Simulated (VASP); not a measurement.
# As (P6_3/mmc) in VASP: further runs

Runs on As. Level: PBEsol. Tasks: relaxation of cell and atoms.

All numbers are computed with VASP 6.6.1; they aren't measurements. Logs are shortened: lines on timing, memory, paths and dates and some standing lists are left out, and cuts for length are marked.

### Step 1. The cell of the first run

It takes space group P6_3/mmc (No. 194, hexagonal). The conventional cell has a = 3.117 Å, b = 3.117 Å, c = 10.053 Å, α = 90.00°, β = 90.00°, γ = 120.00°. As (site symmetry -3m) has 12 As at 3.09 to 3.12 Å within 4.1 Å. As (site symmetry -6m2) has 12 As at 3.09 to 3.12 Å within 4.1 Å.

### Step 2. Relaxation of cell and atoms, PBEsol

File INCAR:

```
ALGO = Normal
EDIFF = 1E-6
EDIFFG = -0.04
ENCUT = 600
GGA = PS
IBRION = 2
ISIF = 3
ISMEAR = 0
LASPH = T
LCHARG = F
LREAL = F
LWAVE = F
NELM = 80
NSW = 90
PREC = Accurate
SIGMA = 0.1
```

File KPOINTS:

```
k-points
0
Gamma
  6 6 2
```

File POSCAR:

```
As
1.0
    3.1169808247      0.0000000000      0.0000000000
   -1.5584904123      2.6993845773      0.0000000000
    0.0000000000      0.0000000000     10.0528783672
As
4
Direct
    0.0000000000      0.0000000000      0.0000000000
    0.0000000000      0.0000000000      0.5000000000
    0.3333333333      0.6666666667      0.7500000000
    0.6666666667      0.3333333333      0.2500000000
```

Potentials or basis: VASP PAW PBE potentials, release 64 (As).

Run with:

```
$ cat potpaw_PBE.64/As/POTCAR > POTCAR
$ mpirun -np 1 vasp_std > vasp.out
```

OUTCAR:

```text
EDIFF = 1E-6
   EDIFFG = -0.04
   ENCUT = 600
   GGA = PS
   IBRION = 2
   ISIF = 3
   ISMEAR = 0
   LASPH = T
   LREAL = F
   NELM = 80
   NSW = 90
   PREC = Accurate

 ion  position               nearest neighbor table
   1  0.000  0.000  0.000-
   2  0.000  0.000  0.500-
   3  0.333  0.667  0.750-
   4  0.667  0.333  0.250-

  LATTYP: Found a hexagonal cell.
 ALAT       =     3.1169808247
 C/A-ratio  =     3.2251973729

  Lattice vectors:

 A1 = (   3.1169808247,   0.0000000000,   0.0000000000)
 A2 = (  -1.5584904123,   2.6993845773,   0.0000000000)
 A3 = (   0.0000000000,   0.0000000000,  10.0528783672)

Analysis of symmetry for initial positions (statically):
=====================================================================
 Subroutine PRICEL returns:
 Original cell was already a primitive cell.

 Routine SETGRP: Setting up the symmetry group for a
 hexagonal supercell.

 Subroutine GETGRP returns: Found 24 space group operations
 (whereof 12 operations were pure point group operations)
 out of a pool of 24 trial point group operations.

The static configuration has the point symmetry D_3d.
 The point group associated with its full space group is D_6h.

Analysis of symmetry for dynamics (positions and initial velocities):
=====================================================================
 Subroutine PRICEL returns:
 Original cell was already a primitive cell.

 Routine SETGRP: Setting up the symmetry group for a
 hexagonal supercell.

 Subroutine GETGRP returns: Found 24 space group operations
 (whereof 12 operations were pure point group operations)
 out of a pool of 24 trial point group operations.

The dynamic configuration has the point symmetry D_3d.
 The point group associated with its full space group is D_6h.

 Subroutine INISYM returns: Found 24 space group operations
 (whereof 12 operations are pure point group operations),
 and found     1 'primitive' translations

----------------------------------------------------------------------------------------

                                     Primitive cell

  volume of cell :      84.5842

  direct lattice vectors                    reciprocal lattice vectors
     3.116980825  0.000000000  0.000000000     0.320823276  0.185227405  0.000000000
    -1.558490412  2.699384577  0.000000000     0.000000000  0.370454810  0.000000000
     0.000000000  0.000000000 10.052878367     0.000000000  0.000000000  0.099473998

  length of vectors
     3.116980825  3.116980825 10.052878367     0.370454810  0.370454810  0.099473998
[... 70 lines left out ...]
   LSORBIT =      F    spin-orbit coupling
   LASPH  =      T    aspherical Exc in radial PAW
   ENCUT  =  600.0 eV  44.10 Ry    6.64 a.u.   6.23  6.23 20.08*2*pi/ulx,y,z
   NELM   =     80;   NELMIN=  2; NELMDL= -5     # of ELM steps
   EDIFF  = 0.1E-05   stopping-criterion for ELM
   LREAL  =      F    real-space projection
   EDIFFG = -.4E-01   stopping-criterion for IOM
   NSW    =     90    number of steps for IOM
   IBRION =      2    ionic relax: 0-MD 1-quasi-New 2-CG
   NFREE  =      1    steps in history (QN), initial steepest desc. (CG)
   ISIF   =      3    stress and relaxation
   ISYM   =      2    0-nonsym 1-usesym 2-fastsym
   POTIM  = 0.5000    time-step for ionic-motion
   TEBEG  =    0.0;   TEEND  =   0.0 temperature during run
   PSTRESS=    0.0 pullay stress
   NELECT =      20.0000    total number of electrons
   NUPDOWN=      -1.0000    fix difference up-down
   EMIN   =  10.00;   EMAX   =-10.00  energy-range for DOS
   EFERMI =   0.00;   METHOD = LEGACY
   ISMEAR =     0;   SIGMA  =   0.10  broadening in eV -4-tet -1-fermi 0-gaus
   EFERMI_NEDOS =   21; number of points for ismear=-14 and -15
   IALGO  =     38    algorithm
   IMIX   =      4    mixing-type and parameters
     AMIX     =   0.40;   BMIX     =  1.00
     AMIX_MAG =   1.60;   BMIX_MAG =  1.00
  volume/ion in A,a.u.               =      21.15       142.70
  Fermi-wavevector in a.u.,A,eV,Ry     =   1.012329  1.913025 13.943389  1.024810
  Thomas-Fermi vector in A             =   2.145432
   LORBIT       =      0    0 simple, 1 ext, 2 COOP (PROOUT), +10 PAW based schemes
   GGA     = PS    functional components
   LHFCALC =     F    Hartree Fock is set to
   AEXX    =    0.0000 exact exchange contribution
   IVDW    =     0    specifies the selected vdW correction
   LEPSILON=     F    determine dielectric tensor
   LRPA    =     F    only Hartree local field effects (RPA)
 conjugate gradient relaxation of ions
 non-spin polarized calculation
 Gauss-broadening in eV      SIGMA  =   0.10
  energy-cutoff  :      600.00
  volume of cell :       84.58
 maximum number of plane-waves:      2848
 NGX is ok and might be reduce to    28
   NGX = 13   NGY = 13   NGZ = 41

--------------------------------------- Ionic step        1  -------------------------------------------

 number of electron      20.0000001 magnetization

 Free energy of the ion-electron system (eV)
  ---------------------------------------------------
  ext. energy  EPLUGINS =         0.00000000
  ---------------------------------------------------
  free energy    TOTEN  =       -18.46576400 eV

  energy without entropy =      -18.45988523  energy(sigma->0) =      -18.46282462

------------------------ aborting loop because EDIFF is reached ----------------------------------------

  FORCE on cell =-STRESS in cart. coord.  units (eV):
  Direction    XX          YY          ZZ          XY          YZ          ZX
  --------------------------------------------------------------------------------------
  -------------------------------------------------------------------------------------
  Total       -6.0708438     -6.0708438     -3.0030108     -0.0000000      0.0000000      0.0000000
  in kB     -114.9927133   -114.9927133    -56.8824328     -0.0000000      0.0000000      0.0000000
  external PRESSURE =     -95.6226198 kB  Pullay stress =       0.0000000 kB
[... 177 lines left out ...]
--------------------------------------- Ionic step        6  -------------------------------------------

 number of electron      19.9999998 magnetization

 Free energy of the ion-electron system (eV)
  ---------------------------------------------------
  ext. energy  EPLUGINS =         0.00000000
  ---------------------------------------------------
  free energy    TOTEN  =       -18.89989275 eV

  energy without entropy =      -18.89506160  energy(sigma->0) =      -18.89747717

 E-fermi :   6.5448     XC(G=0): -11.0058

 val. band max:        6.5441165735   @ k =   0.1667   0.1667   0.0000
 cond. band min:       7.1521779090   @ k =   0.3333   0.1667   0.5000
 fundamental gap:      0.6080613355
 Fermi energy:         6.5447694840

 k-point     1 :       0.0000    0.0000    0.0000
  band No.  band energies     occupation
      1      -8.6684      2.00000
      2      -7.3033      2.00000
      3      -7.2302      2.00000
      4      -4.4423      2.00000
      5      -0.2991      2.00000
      6       5.3037      2.00000
      7       5.3256      2.00000
      8      11.4117      0.00000
      9      11.4117      0.00000
     10      12.1234      0.00000
     11      12.1234      0.00000
     12      12.1272      0.00000
     13      12.1272      0.00000
     14      12.2596      0.00000
[... 250 lines left out ...]
  FREE ENERGIE OF THE ION-ELECTRON SYSTEM (eV)
  ---------------------------------------------------
  free  energy   TOTEN  =       -18.8998927500 eV

  energy  without entropy=      -18.8950615956  energy(sigma->0) =      -18.89747717

 reached required accuracy - stopping structural energy minimisation
```

Wall time 77 s (1 thread of Intel Xeon Platinum 8259CL at 2.50GHz (Skylake/Cascade Lake), shared host); peak memory 0.24 GiB.

What came out:

```
Free energy                            : -18.8999 eV
Relaxed volume                         : 18.45 Å³/atom
Relaxed cell                           : a = 2.930 Å, b = 2.930 Å, c = 9.925 Å, α = 90.00°, β = 90.00°, γ = 120.00°
Space group after relaxing (to 0.05 Å) : P6_3/mmc (No. 194)
Energy gained by relaxing              : 108.5 meV/atom
Ionic steps                            : 6
Pressure after relaxing                : -0.2 GPa
Band gap on the k mesh                 : zero (band 10 reaches 12.12 eV, above the bottom of band 11 at 3.66 eV)
```

Step by step:
```
step  energy change (eV)  largest force (eV/Å)  pressure (GPa)  volume (Å³)
   1              0.0000                0.0000           -9.56        84.58
   2             -0.3714                0.0000            5.41        70.02
   3             -0.4199                0.0000            0.63        73.24
   4             -0.4329                0.0000            0.33        73.45
   5             -0.4339                0.0000            0.37        73.41
   6             -0.4341                0.0000           -0.16        73.81
```

Final structure:
```xyz
4
Lattice="2.9305 0.0000 0.0000 -1.4652 2.5379 0.0000 0.0000 0.0000 9.9250" Properties=species:S:1:pos:R:3 pbc="T T T"
As    0.0000    0.0000    0.0000
As    0.0000    0.0000    4.9625
As    0.0000    1.6919    7.4438
As    1.4652    0.8460    2.4813
```

Caveat: the k points lie up to 0.41 Å⁻¹ apart in the final cell; the PAW data sets were made with another functional, which shifts forces and pressure a little.

### Step 3. Relaxation of cell and atoms, PBEsol

This run uses another cell than the first one, of 20.11 Å³/atom, 0.951 times its volume.

File INCAR:

```
SYSTEM = As
PREC = Accurate
ENCUT = 600
EDIFF = 1E-7
ISMEAR = 0
SIGMA = 0.1
LREAL = .FALSE.
LASPH = .TRUE.
NELM = 100
ALGO = Normal
ISIF = 3
LWAVE = .FALSE.
LCHARG = .FALSE.
GGA = PS
IBRION = 2
NSW = 90
EDIFFG = -0.04
```

File KPOINTS:

```
Automatic mesh
0
G
  6 6 4
  0 0 0
```

File POSCAR:

```
As
1.0
    3.8322932247      0.0000000000      0.0000000000
   -1.9161466124      3.3188632874      0.0000000000
    0.0000000000      0.0000000000      6.3232838208
As
4
Direct
    0.3333333333      0.6666666667      0.4375000000
    0.6666666667      0.3333333333      0.9375000000
    0.6666666667      0.3333333333      0.5625000000
    0.3333333333      0.6666666667      0.0625000000
```

Potentials or basis: VASP PAW PBE potentials, release 64 (As).

Run with:

```
$ cat potpaw_PBE.64/As/POTCAR > POTCAR
$ mpirun -np 1 vasp_std > vasp.out
```

OUTCAR:

```text
SYSTEM = As
   PREC = Accurate
   ENCUT = 600
   EDIFF = 1E-7
   ISMEAR = 0
   LREAL = .FALSE.
   LASPH = .TRUE.
   NELM = 100
   ISIF = 3
   GGA = PS
   IBRION = 2
   NSW = 90
   EDIFFG = -0.04

 ion  position               nearest neighbor table
   1  0.333  0.667  0.438-   3 2.35   3 2.35   3 2.35   4 2.37
   2  0.667  0.333  0.938-   4 2.35   4 2.35   4 2.35   3 2.37
   3  0.667  0.333  0.562-   1 2.35   1 2.35   1 2.35   2 2.37
   4  0.333  0.667  0.062-   2 2.35   2 2.35   2 2.35   1 2.37

  LATTYP: Found a hexagonal cell.
 ALAT       =     3.8322932247
 C/A-ratio  =     1.6500000000

  Lattice vectors:

 A1 = (   3.8322932247,   0.0000000000,   0.0000000000)
 A2 = (  -1.9161466124,   3.3188632874,   0.0000000000)
 A3 = (   0.0000000000,   0.0000000000,   6.3232838208)

Analysis of symmetry for initial positions (statically):
=====================================================================
 Subroutine PRICEL returns:
 Original cell was already a primitive cell.

 Routine SETGRP: Setting up the symmetry group for a
 hexagonal supercell.

 Subroutine GETGRP returns: Found 24 space group operations
 (whereof 12 operations were pure point group operations)
 out of a pool of 24 trial point group operations.

The static configuration has the point symmetry D_3d.
 The point group associated with its full space group is D_6h.

Analysis of symmetry for dynamics (positions and initial velocities):
=====================================================================
 Subroutine PRICEL returns:
 Original cell was already a primitive cell.

 Routine SETGRP: Setting up the symmetry group for a
 hexagonal supercell.

 Subroutine GETGRP returns: Found 24 space group operations
 (whereof 12 operations were pure point group operations)
 out of a pool of 24 trial point group operations.

The dynamic configuration has the point symmetry D_3d.
 The point group associated with its full space group is D_6h.

 Subroutine INISYM returns: Found 24 space group operations
 (whereof 12 operations are pure point group operations),
 and found     1 'primitive' translations
[... 121 lines left out ...]
   LHFCALC =     F    Hartree Fock is set to
   AEXX    =    0.0000 exact exchange contribution
   IVDW    =     0    specifies the selected vdW correction
   LEPSILON=     F    determine dielectric tensor
   LRPA    =     F    only Hartree local field effects (RPA)
 conjugate gradient relaxation of ions
 non-spin polarized calculation
 Gauss-broadening in eV      SIGMA  =   0.10
  energy-cutoff  :      600.00
  volume of cell :       80.42
 maximum number of plane-waves:      2726
 NGX is ok and might be reduce to    32
   NGX = 15   NGY = 15   NGZ = 25

--------------------------------------- Ionic step        1  -------------------------------------------

 number of electron      20.0000000 magnetization

 Free energy of the ion-electron system (eV)
  ---------------------------------------------------
  ext. energy  EPLUGINS =         0.00000000
  ---------------------------------------------------
  free energy    TOTEN  =       -16.98738470 eV

  energy without entropy =      -16.97827791  energy(sigma->0) =      -16.98283131

 E-fermi :   6.6759     XC(G=0): -10.2337

 val. band max:        6.4582299225   @ k =   0.3333   0.3333   0.2500
 cond. band min:       6.7218515454   @ k =   0.3333   0.1667   0.0000
 fundamental gap:      0.2636216229
 Fermi energy:         6.6758882369

 k-point     1 :       0.0000    0.0000    0.0000
  band No.  band energies     occupation
      1     -10.3194      2.00000
      2      -8.3006      2.00000
      3      -4.5940      2.00000
      4       1.9718      2.00000
      5       1.9718      2.00000
      6       2.6687      2.00000
      7       3.3359      2.00000
      8       3.3785      2.00000
      9       3.4943      2.00000
     10       3.4943      2.00000
     11       6.3696      1.99999
     12       6.3696      1.99999
     13       6.7255      0.48324
     14       8.7035      0.00000
[... 445 lines left out ...]
  FREE ENERGIE OF THE ION-ELECTRON SYSTEM (eV)
  ---------------------------------------------------
  free  energy   TOTEN  =       -19.2353963008 eV

  energy  without entropy=      -19.2324058235  energy(sigma->0) =      -19.23390106

[... ionic steps 4 to 21 ...]

--------------------------------------- Ionic step       22  -------------------------------------------

 number of electron      20.0000004 magnetization

------------------------ aborting loop because EDIFF is reached ----------------------------------------
[... 71 lines left out ...]
--------------------------------------- Ionic step       24  -------------------------------------------

 number of electron      20.0000003 magnetization

 Free energy of the ion-electron system (eV)
  ---------------------------------------------------
  ext. energy  EPLUGINS =         0.00000000
  ---------------------------------------------------
  free energy    TOTEN  =       -19.62815931 eV

  energy without entropy =      -19.62287210  energy(sigma->0) =      -19.62551570

 E-fermi :   3.8918     XC(G=0):  -9.2113

 val. band max:        3.8456912808   @ k =   0.3333   0.3333   0.2500
 cond. band min:       3.9478964844   @ k =   0.0000   0.0000   0.2500
 fundamental gap:      0.1022052035
 Fermi energy:         3.8917792244

 k-point     1 :       0.0000    0.0000    0.0000
  band No.  band energies     occupation
      1     -10.6295      2.00000
      2      -7.6727      2.00000
      3      -5.9708      2.00000
      4      -1.8004      2.00000
      5      -1.6600      2.00000
      6      -0.4900      2.00000
      7      -0.4900      2.00000
      8       1.5436      2.00000
      9       1.7951      2.00000
     10       1.7951      2.00000
     11       3.5918      1.99998
     12       3.5918      1.99998
     13       6.3518      0.00000
     14       6.3518      0.00000
[... 369 lines left out ...]
  FREE ENERGIE OF THE ION-ELECTRON SYSTEM (eV)
  ---------------------------------------------------
  free  energy   TOTEN  =       -19.6281593064 eV

  energy  without entropy=      -19.6228720953  energy(sigma->0) =      -19.62551570

 reached required accuracy - stopping structural energy minimisation
```

CONTCAR:

```text
As
   1.00000000000000
     4.5588657248419171   -0.0000000000121503   -0.0000000000000000
    -2.2794328624909612    3.9480935302560547   -0.0000000000000000
    -0.0000000000000000   -0.0000000000000000    5.6295200405813510
  As
     4
Direct
     0.3333333332999970    0.6666666667000030    0.4697382359933697
     0.6666666667000030    0.3333333332999970    0.9697382359933694
     0.6666666667000030    0.3333333332999970    0.5302617640066306
     0.3333333332999970    0.6666666667000030    0.0302617640066304

  0.00000000E+00  0.00000000E+00  0.00000000E+00
  0.00000000E+00  0.00000000E+00  0.00000000E+00
  0.00000000E+00  0.00000000E+00  0.00000000E+00
  0.00000000E+00  0.00000000E+00  0.00000000E+00
```

Run time: 6.5 min. Hardware: 1 thread of Intel Xeon Platinum 8259CL at 2.50GHz (Skylake/Cascade Lake), shared host; peak memory 0.24 GiB.

Results:

| Quantity | Value |
| --- | --- |
| Free energy | -19.6282 eV |
| Relaxed volume | 25.33 Å³/atom |
| Relaxed cell | a = 4.559 Å, b = 4.559 Å, c = 5.630 Å, α = 90.00°, β = 90.00°, γ = 120.00° |
| Space group after relaxing (to 0.05 Å) | P6_3/mmc (No. 194) |
| Energy gained by relaxing | 660.2 meV/atom |
| Ionic steps | 24 |
| Pressure after relaxing | 0.0 GPa |
| Largest force after relaxing | 0.033 eV/Å |
| Band gap on the k mesh | zero (band 10 reaches 4.28 eV, above the bottom of band 11 at 3.59 eV) |

Forces on the atoms (eV/Å):
```
As   0.000  0.000  0.033
As   0.000  0.000  0.033
As   0.000  0.000 -0.033
As   0.000  0.000 -0.033
```

Stress tensor (GPa, compression positive):
```
-0.02  0.00  0.00
 0.00 -0.02  0.00
 0.00  0.00  0.17
```

Step by step:
| step | energy change (eV) | largest force (eV/Å) | pressure (GPa) | volume (Å³) |
| --- | --- | --- | --- | --- |
| 1 | 0.0000 | 0.4469 | 29.81 | 80.42 |
| 2 | -1.6890 | 0.0602 | -7.02 | 132.27 |
| 3 | -2.2480 | 0.0494 | -0.13 | 110.44 |
| 4 | -2.2477 | 0.0469 | 0.20 | 109.78 |
| 5 | -2.2599 | 0.1324 | 0.29 | 109.72 |
| 6 | -2.2889 | 0.4390 | 0.59 | 109.47 |
| 7 | -2.2875 | 1.0718 | 0.94 | 108.56 |
| 8 | -2.2958 | 0.8366 | 0.90 | 109.00 |
| 9 | -2.2985 | 0.8417 | 0.86 | 109.04 |
| 10 | -2.3066 | 0.8569 | 0.74 | 109.13 |
| 11 | -2.3221 | 0.8817 | 0.48 | 109.32 |
| 12 | -2.3491 | 0.9413 | -0.02 | 109.62 |
| 13 | -2.3489 | 1.2774 | -0.35 | 110.00 |
| 14 | -2.3598 | 1.0918 | -0.27 | 109.85 |
| 15 | -2.3980 | 0.9552 | -0.67 | 109.92 |
| 16 | -2.4828 | 0.6209 | -1.73 | 110.08 |
| 17 | -2.5148 | 0.0261 | -3.68 | 110.25 |
| 18 | -2.5267 | 0.2533 | -2.95 | 110.21 |
| 19 | -2.5796 | 0.1934 | -2.21 | 107.69 |
| 20 | -2.6379 | 0.0684 | -0.15 | 102.13 |
| 21 | -2.6387 | 0.0523 | 0.18 | 101.37 |
| 22 | -2.6387 | 0.0559 | 0.11 | 101.54 |
| 23 | -2.6395 | 0.0498 | 0.09 | 101.49 |
| 24 | -2.6408 | 0.0332 | 0.04 | 101.32 |

Final structure:
```
As
1.0
     4.55887    0.00000    0.00000
    -2.27943    3.94809    0.00000
     0.00000    0.00000    5.62952
As
4
Direct
  0.33333 0.66667 0.46974
  0.66667 0.33333 0.96974
  0.66667 0.33333 0.53026
  0.33333 0.66667 0.03026
```

Caveat: the volume moved by over 15 % at a fixed basis, so the end points are rough; the PAW data sets were made with another functional, which shifts forces and pressure a little.
